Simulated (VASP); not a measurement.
Input of a VASP 6.6.1 run:

The input POSCAR:

```
Si
1.0
   -3.3270312590      3.3270312590      1.9223231172
    3.3270312590     -3.3270312590      1.9223231172
    3.3270312590      3.3270312590     -1.9223231172
Si
4
Direct
    0.1787787321      0.1787787321      0.3575574642
    0.8212212679      0.8212212679      0.6424425358
    0.1787787321      0.8212212679      0.0000000000
    0.8212212679      0.1787787321      0.0000000000
```

INCAR.step1

```
SYSTEM = Si
PREC     = Accurate       ! precision mode
ENCUT    = 550            ! plane-wave cutoff, eV
ISMEAR   = 0              ! smearing method
SIGMA    = 0.02           ! smearing width, eV
LREAL    = .False.        ! projectors in reciprocal space
LASPH    = .True.         ! aspherical terms in the spheres
NELM     = 120            ! most SCF steps
NBANDS   = 16             ! bands
GGA      = PE             ! functional
ALGO     = Normal         ! electronic algorithm
EDIFF    = 1E-5           ! SCF threshold, eV
LWAVE    = .True.         ! write WAVECAR
LCHARG   = .False.        ! write CHGCAR
GGA_COMPAT= .False.
```

Contents of INCAR.step2:

```
SYSTEM = Si
PREC     = Accurate       ! precision mode
ENCUT    = 550            ! plane-wave cutoff, eV
EDIFF    = 1E-6           ! SCF threshold, eV
ISMEAR   = 0              ! smearing method
SIGMA    = 0.02           ! smearing width, eV
LREAL    = .False.        ! projectors in reciprocal space
LASPH    = .True.         ! aspherical terms in the spheres
NELM     = 120            ! most SCF steps
ALGO     = Normal         ! electronic algorithm
ISIF     = 2              ! what is computed and relaxed
LWAVE    = .False.        ! write WAVECAR
LCHARG   = .True.         ! write CHGCAR
METAGGA  = R2SCAN         ! meta-GGA
LMIXTAU  = .True.       
LELF     = .True.         ! ELF
LVHAR    = .True.       
NBANDS   = 16             ! bands
ISTART   = 1            
GGA_COMPAT= .False.
```

File KPOINTS:

```
Automatic mesh
0
Gamma
  10 10 10
  0 0 0
```

Potentials or basis: VASP PAW PBE potentials, release 64 (Si).

The run is started by

```console
$ cat potpaw_PBE.64/Si/POTCAR > POTCAR
$ cp INCAR.step1 INCAR
$ mpirun -np 1 vasp_std > vasp.out
$ cp INCAR.step2 INCAR
$ mpirun -np 1 vasp_std > vasp.out
```

Question: What does it give for the band gap on the k mesh?

Answer: 0.50 eV (least direct gap 0.60 eV).

Question: Estimate the pressure.

Answer: -0.2 GPa.

Caveat: the PAW data sets were made with another functional, which shifts forces and pressure a little. A k mesh can miss the band edges.
